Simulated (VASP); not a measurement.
# CdS (x) (P6_3mc) in VASP: further runs

The runs below take CdS (x) through single point, with PBEsol.

Everything below comes from runs of VASP 6.6.1. Logs are shortened: lines on timing, memory, paths and dates and some standing lists are left out, and cuts for length are marked.

## 1. The cell of the first run

The structure is hexagonal, space group P6_3mc (No. 186). The conventional cell has a = 4.137 Å, b = 4.137 Å, c = 6.716 Å, α = 90.00°, β = 90.00°, γ = 120.00°. Cd (site symmetry 3m) has 4 S at 2.41 to 3.03 Å within 3.2 Å. Within 3.2 Å of S (site symmetry 3m) lie 4 Cd at 2.41 to 3.03 Å.

## 2. Single point, PBEsol

Input file INCAR:

```
SYSTEM = CdS
PREC = Accurate
ENCUT = 540
EDIFF = 1E-6
ISMEAR = 0
SIGMA = 0.01
LREAL = .False.
LASPH = .True.
NELM = 120
ALGO = Normal
ISIF = 2
LWAVE = .False.
LCHARG = .False.
GGA = PS
NBANDS = 34
GGA_COMPAT = .False.
```

Input file KPOINTS:

```
Automatic mesh
0
Gamma
  9 9 4
  0 0 0
```

Input file POSCAR:

```
CdS
1.0
    4.1370000000      0.0000000000      0.0000000000
   -2.0685000000      3.5827470955      0.0000000000
    0.0000000000      0.0000000000      6.7160000000
Cd S
2 2
Direct
    0.3333333333      0.6666666667     -0.0369094121
    0.6666666667      0.3333333333      0.4630905879
    0.3333333333      0.6666666667      0.4139094121
    0.6666666667      0.3333333333      0.9139094121
```

Potentials or basis: VASP PAW PBE potentials, release 64 (Cd_sv_GW, S).

On the command line:

```console
> cat potpaw_PBE.64/Cd_sv_GW/POTCAR potpaw_PBE.64/S/POTCAR > POTCAR
> mpirun -np 1 vasp_std > vasp.out
```

OUTCAR:

```text
SYSTEM = CdS
   PREC = Accurate
   ENCUT = 540
   EDIFF = 1E-6
   ISMEAR = 0
   LREAL = .False.
   LASPH = .True.
   NELM = 120
   ISIF = 2
   GGA = PS

 ion  position               nearest neighbor table
   1  0.333  0.667  0.963-   4 2.41   4 2.41   4 2.41
   2  0.667  0.333  0.463-   3 2.41   3 2.41   3 2.41
   3  0.333  0.667  0.414-   2 2.41   2 2.41   2 2.41
   4  0.667  0.333  0.914-   1 2.41   1 2.41   1 2.41

  LATTYP: Found a hexagonal cell.
 ALAT       =     4.1370000000
 C/A-ratio  =     1.6233985980

  Lattice vectors:

 A1 = (   4.1370000000,   0.0000000000,   0.0000000000)
 A2 = (  -2.0685000000,   3.5827470955,   0.0000000000)
 A3 = (   0.0000000000,   0.0000000000,   6.7160000000)

Analysis of symmetry for initial positions (statically):
=====================================================================
 Subroutine PRICEL returns:
 Original cell was already a primitive cell.

 Routine SETGRP: Setting up the symmetry group for a
 hexagonal supercell.

 Subroutine GETGRP returns: Found 12 space group operations
 (whereof  6 operations were pure point group operations)
 out of a pool of 24 trial point group operations.

The static configuration has the point symmetry C_3v.
 The point group associated with its full space group is C_6v.

Analysis of symmetry for dynamics (positions and initial velocities):
=====================================================================
 Subroutine PRICEL returns:
 Original cell was already a primitive cell.

 Routine SETGRP: Setting up the symmetry group for a
 hexagonal supercell.

 Subroutine GETGRP returns: Found 12 space group operations
 (whereof  6 operations were pure point group operations)
 out of a pool of 24 trial point group operations.

The dynamic configuration has the point symmetry C_3v.
 The point group associated with its full space group is C_6v.

 Subroutine INISYM returns: Found 12 space group operations
 (whereof  6 operations are pure point group operations),
 and found     1 'primitive' translations

----------------------------------------------------------------------------------------

                                     Primitive cell

  volume of cell :      99.5434

  direct lattice vectors                    reciprocal lattice vectors
     4.137000000  0.000000000  0.000000000     0.241721054  0.139557716  0.000000000
    -2.068500000  3.582747095  0.000000000     0.000000000  0.279115431  0.000000000
     0.000000000  0.000000000  6.716000000     0.000000000  0.000000000  0.148898154

  length of vectors
     4.137000000  4.137000000  6.716000000     0.279115431  0.279115431  0.148898154

  position of ions in fractional coordinates (direct lattice)
     0.333333333  0.666666667  0.963090588
     0.666666667  0.333333333  0.463090588
     0.333333333  0.666666667  0.413909412
     0.666666667  0.333333333  0.913909412

  ion indices of the primitive-cell ions
   primitive index   ion index
                 1           1
                 2           2
                 3           3
                 4           4

----------------------------------------------------------------------------------------

 KPOINTS: Automatic mesh

Automatic generation of k-mesh.
 Grid dimensions read from file:
 generate k-points for:    9    9    4

 Generating k-lattice:

  Cartesian coordinates                     Fractional coordinates (reciprocal lattice)
     0.026857895  0.015506413  0.000000000     0.111111111 -0.000000000  0.000000000
     0.000000000  0.031012826  0.000000000     0.000000000  0.111111111  0.000000000
     0.000000000  0.000000000  0.037224538     0.000000000  0.000000000  0.250000000

  Length of vectors
     0.031012826  0.031012826  0.037224538

  Shift w.r.t. Gamma in fractional coordinates (k-lattice)
     0.000000000  0.000000000  0.000000000

 Subroutine IBZKPT returns following result:
 ===========================================

 Found     36 irreducible k-points:

 Following reciprocal coordinates:
            Coordinates               Weight
  0.000000  0.000000  0.000000      1.000000
  0.111111  0.000000  0.000000      6.000000
  0.222222  0.000000  0.000000      6.000000
  0.333333  0.000000  0.000000      6.000000
  0.444444  0.000000  0.000000      6.000000
  0.111111  0.111111  0.000000      6.000000
[... 16 lines left out ...]
  0.333333  0.222222  0.250000     24.000000
  0.333333  0.333333  0.250000      4.000000
 [... further k-points ...]
   k-points           NKPTS =     36   k-points in BZ     NKDIM =     36   number of bands    NBANDS=     34
   number of dos      NEDOS =    301   number of ions     NIONS =      4
   total plane-waves  NPLWV =  55296
   dimension x,y,z NGX =    32 NGY =   32 NGZ =   54
   dimension x,y,z NGXF=    64 NGYF=   64 NGZF=  108
   ions per type =               2   2
   NGX,Y,Z   is equivalent  to a cutoff of  12.86, 12.86, 13.37 a.u.
   NGXF,Y,Z  is equivalent  to a cutoff of  25.72, 25.72, 26.73 a.u.
 SYSTEM =  CdS
   PREC   = accura    normal or accurate (medium, high low for compatibility)
   ISTART =      0    job   : 0-new  1-cont  2-samecut
   ICHARG =      2    charge: 1-file 2-atom 10-const
   ISPIN  =      1    spin polarized calculation?
   LNONCOLLINEAR =      F non collinear calculations
   LSORBIT =      F    spin-orbit coupling
   LASPH  =      T    aspherical Exc in radial PAW
   ENCUT  =  540.0 eV  39.69 Ry    6.30 a.u.   7.84  7.84 12.73*2*pi/ulx,y,z
   NELM   =    120;   NELMIN=  2; NELMDL= -5     # of ELM steps
   EDIFF  = 0.1E-05   stopping-criterion for ELM
   LREAL  =      F    real-space projection
   EDIFFG = 0.1E-04   stopping-criterion for IOM
   NSW    =      0    number of steps for IOM
   IBRION =     -1    ionic relax: 0-MD 1-quasi-New 2-CG
   NFREE  =      0    steps in history (QN), initial steepest desc. (CG)
   ISIF   =      2    stress and relaxation
   ISYM   =      2    0-nonsym 1-usesym 2-fastsym
   POTIM  = 0.5000    time-step for ionic-motion
   TEBEG  =    0.0;   TEEND  =   0.0 temperature during run
   PSTRESS=    0.0 pullay stress
   NELECT =      52.0000    total number of electrons
   NUPDOWN=      -1.0000    fix difference up-down
   EMIN   =  10.00;   EMAX   =-10.00  energy-range for DOS
   EFERMI =   0.00;   METHOD = LEGACY
   ISMEAR =     0;   SIGMA  =   0.01  broadening in eV -4-tet -1-fermi 0-gaus
   EFERMI_NEDOS =   21; number of points for ismear=-14 and -15
   IALGO  =     38    algorithm
   IMIX   =      4    mixing-type and parameters
     AMIX     =   0.40;   BMIX     =  1.00
     AMIX_MAG =   1.60;   BMIX_MAG =  1.00
  volume/ion in A,a.u.               =      24.89       167.94
  Fermi-wavevector in a.u.,A,eV,Ry     =   1.318475  2.491556 23.652038  1.738376
  Thomas-Fermi vector in A             =   2.448442
   LORBIT       =      0    0 simple, 1 ext, 2 COOP (PROOUT), +10 PAW based schemes
   GGA     = PS    functional components
   LHFCALC =     F    Hartree Fock is set to
   AEXX    =    0.0000 exact exchange contribution
   IVDW    =     0    specifies the selected vdW correction
   LEPSILON=     F    determine dielectric tensor
   LRPA    =     F    only Hartree local field effects (RPA)
 non-spin polarized calculation
 Gauss-broadening in eV      SIGMA  =   0.01
  energy-cutoff  :      540.00
  volume of cell :       99.54
 maximum number of plane-waves:      2859
 NGX is ok and might be reduce to    32
   NGX = 15   NGY = 15   NGZ = 25

 number of electron      52.0000027 magnetization

 Free energy of the ion-electron system (eV)
  ---------------------------------------------------
  ext. energy  EPLUGINS =         0.00000000
  ---------------------------------------------------
  free energy    TOTEN  =       -13.29030375 eV

  energy without entropy =      -13.29030375  energy(sigma->0) =      -13.29030375

 E-fermi :   2.8858     XC(G=0):  -9.4553

 val. band max:        2.6785505721   @ k =   0.0000   0.0000   0.0000
 cond. band min:       3.9686388568   @ k =   0.0000   0.0000   0.0000
 fundamental gap:      1.2900882847
 Fermi energy:         2.8857815178

 k-point     1 :       0.0000    0.0000    0.0000
  band No.  band energies     occupation
      1     -98.6298      2.00000
      2     -98.6296      2.00000
      3     -59.7433      2.00000
      4     -59.7431      2.00000
      5     -59.7210      2.00000
      6     -59.7210      2.00000
[... 26 lines left out ...]
     33      10.2652      0.00000
     34      10.3218      0.00000

 k-point     2 :       0.1111    0.0000    0.0000
  band No.  band energies     occupation
      1     -98.6298      2.00000
      2     -98.6297      2.00000
      3     -59.7436      2.00000
      4     -59.7431      2.00000
      5     -59.7210      2.00000
      6     -59.7210      2.00000
[... 26 lines left out ...]
     33      10.2179      0.00000
     34      10.2247      0.00000

 k-point     3 :       0.2222    0.0000    0.0000
  band No.  band energies     occupation
      1     -98.6297      2.00000
      2     -98.6297      2.00000
      3     -59.7437      2.00000
      4     -59.7432      2.00000
      5     -59.7212      2.00000
      6     -59.7211      2.00000
[... 26 lines left out ...]
     33      10.2980      0.00000
     34      11.1225      0.00000

 k-point     4 :       0.3333    0.0000    0.0000
  band No.  band energies     occupation
      1     -98.6298      2.00000
      2     -98.6297      2.00000
      3     -59.7436      2.00000
      4     -59.7433      2.00000
      5     -59.7216      2.00000
      6     -59.7214      2.00000
[... 26 lines left out ...]
     33      10.9762      0.00000
     34      12.2024      0.00000

 k-point     5 :       0.4444    0.0000    0.0000
  band No.  band energies     occupation
      1     -98.6298      2.00000
      2     -98.6297      2.00000
      3     -59.7436      2.00000
      4     -59.7433      2.00000
      5     -59.7218      2.00000
      6     -59.7212      2.00000
[... 621 lines left out ...]
 k-point    22 :       0.2222    0.2222    0.2500
  band No.  band energies     occupation
      1     -98.6297      2.00000
      2     -98.6297      2.00000
      3     -59.7435      2.00000
      4     -59.7433      2.00000
      5     -59.7214      2.00000
      6     -59.7214      2.00000
[... 26 lines left out ...]
     33      10.3837      0.00000
     34      12.0459      0.00000

 k-point    23 :       0.3333    0.2222    0.2500
  band No.  band energies     occupation
      1     -98.6297      2.00000
      2     -98.6297      2.00000
      3     -59.7434      2.00000
      4     -59.7434      2.00000
      5     -59.7216      2.00000
      6     -59.7215      2.00000
[... 26 lines left out ...]
     33      11.0972      0.00000
     34      12.1719      0.00000

 k-point    24 :       0.3333    0.3333    0.2500
  band No.  band energies     occupation
      1     -98.6297      2.00000
      2     -98.6297      2.00000
      3     -59.7433      2.00000
      4     -59.7433      2.00000
      5     -59.7214      2.00000
      6     -59.7214      2.00000
[... 26 lines left out ...]
     33      11.9318      0.00000
     34      11.9915      0.00000

 [... further k-points ...]
[... 5 lines left out ...]
  --------------------------------------------------------------------------------------
  -------------------------------------------------------------------------------------
  Total        2.5404861      2.5404861     -2.6165812      0.0000000      0.0000000      0.0000000
  in kB       40.8898053     40.8898053    -42.1145762      0.0000000      0.0000000      0.0000000
  external PRESSURE =      13.2216782 kB  Pullay stress =       0.0000000 kB

 VOLUME and BASIS-vectors are now :
 -----------------------------------------------------------------------------
  energy-cutoff  :      540.00
  volume of cell :       99.54
      direct lattice vectors                 reciprocal lattice vectors
     4.137000000  0.000000000  0.000000000     0.241721054  0.139557716  0.000000000
    -2.068500000  3.582747095  0.000000000     0.000000000  0.279115431  0.000000000
     0.000000000  0.000000000  6.716000000     0.000000000  0.000000000  0.148898154

 POSITION                                       TOTAL-FORCE (eV/Angst)
 -----------------------------------------------------------------------------------
     -0.00000      2.38850      6.46812        -0.000000      0.000000      0.580138
      2.06850      1.19425      3.11012         0.000000     -0.000000      0.580138
     -0.00000      2.38850      2.77982         0.000000     -0.000000     -0.580138
      2.06850      1.19425      6.13782        -0.000000      0.000000     -0.580138
 -----------------------------------------------------------------------------------
    total drift:                               -0.000001      0.000001     -0.000446

  FREE ENERGIE OF THE ION-ELECTRON SYSTEM (eV)
  ---------------------------------------------------
  free  energy   TOTEN  =       -13.2903037547 eV

  energy  without entropy=      -13.2903037547  energy(sigma->0) =      -13.29030375
```

Run time: 53 s. Hardware: 1 thread of Intel Xeon 6975P-C (Granite Rapids), shared host; peak memory 0.3 GiB.

Results:

| Property | Result |
| --- | --- |
| Free energy | -13.2903 eV |
| Pressure | 1.3 GPa |
| Largest force | 0.580 eV/Å |
| Band gap on the k mesh | 1.29 eV, direct |

Forces on the atoms (eV/Å):
```
Cd   0.000  0.000  0.580
Cd   0.000  0.000  0.580
S    0.000  0.000 -0.580
S    0.000  0.000 -0.580
```

Levels at points of the mesh, in eV from the valence-band top:
| k point | band 22 | band 23 | band 24 | band 25 | band 26 | band 27 | band 28 | band 29 | band 30 | band 31 |
| --- | --- | --- | --- | --- | --- | --- | --- | --- | --- | --- |
| (0.00, 0.00, 0.00) | -0.47 | -0.47 | -0.23 | 0.00 | 0.00 | 1.29 | 2.10 | 6.35 | 6.35 | 7.20 |
| (0.00, 0.00, 0.50) | -2.08 | -0.23 | -0.23 | -0.23 | -0.23 | 2.47 | 2.47 | 6.11 | 6.11 | 6.58 |

Caveat: the PAW data sets were made with another functional, which shifts forces and pressure a little. A hybrid or GW would open this gap; PBEsol tends to underestimate it.

(Part 1 of 2 ends here.)
